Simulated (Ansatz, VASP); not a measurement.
## One calculation of K, two programs

```
CELL_PARAMETERS angstrom
5.48979 3.16953 9.36230
-5.48979 3.16953 9.36230
0.00000 -6.33907 9.36230
ATOMIC_POSITIONS crystal
K 0.01019 0.65361 0.01019
K 0.01019 0.01019 0.65361
K 0.65361 0.01019 0.01019
K 0.98981 0.34639 0.98981
K 0.34639 0.98981 0.98981
K 0.98981 0.98981 0.34639
K 0.22118 0.63060 0.22118
K 0.22118 0.22118 0.63060
K 0.63060 0.22118 0.22118
K 0.77882 0.36940 0.77882
K 0.36940 0.77882 0.77882
K 0.77882 0.77882 0.36940
```

Alike in both runs: task single point; functional PBEsol; k mesh 3 × 3 × 3; occupations gaussian, width 0.1 eV; no spin polarisation.

|  | VASP | Ansatz |
| --- | --- | --- |
| version | VASP 6.6.1 | Ansatz 0.2.0 |
| potentials or method | VASP PAW PBE potentials, release 64 (K_sv), cutoff 520 eV | scalar-relativistic, plane waves, PAW |
| valence electrons in the cell | 108 | 108 |

```csv
,VASP,Ansatz,Ansatz less VASP
gap on the k mesh at the Fermi level (eV),none,none,-
pressure (GPa),0.7,0.7,+0.01
"traceless stress, the component that is largest in VASP (GPa)",0.09,0.09,0.000
rms of the force components (eV/Å),0.179,0.179,+0.0004
```

VASP's potentials were made for PBE, not for PBEsol. Atom by atom the forces differ by 0.001 eV/Å (rms over components). A gap of «none» marks a metal or a gap that the smearing closes. With one functional, cell and mesh, what is left measures potentials, basis and numerics.
